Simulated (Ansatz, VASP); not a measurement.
One calculation of RbBa3, two programs

```
Rb Ba
1.0
     0.00000    5.18116    5.18116
     5.18116    0.00000    5.18116
     5.18116    5.18116    0.00000
Rb Ba
1 3
Direct
  0.00000 0.00000 0.00000
  0.25000 0.25000 0.25000
  0.75000 0.75000 0.75000
  0.50000 0.50000 0.50000
```

Alike in both runs: task single point; functional LDA; k mesh 4 × 4 × 4; no spin polarisation.

```csv
,VASP,Ansatz
version,VASP 6.6.1,Ansatz 0.2.0
potentials or method,"VASP PAW LDA potentials, release 64 (Rb_sv, Ba_sv)","plane waves, PAW"
plane-wave cutoff (eV),520,420
occupations,"methfessel-paxton of order 1, width 0.05 eV","cold, width 0.05 eV"
valence electrons in the cell,39,39
```

|  | VASP | Ansatz | Ansatz less VASP |
| --- | --- | --- | --- |
| gap on the k mesh at the Fermi level (eV) | none | none | - |
| pressure (GPa) | -0.9 | -0.9 | 0.00 |

LDA's correlation is that of Perdew and Zunger in VASP and of Perdew and Wang (1992) in Ansatz. A gap of «none» marks a metal or a gap that the smearing closes.

Spin-orbit coupling is off throughout.
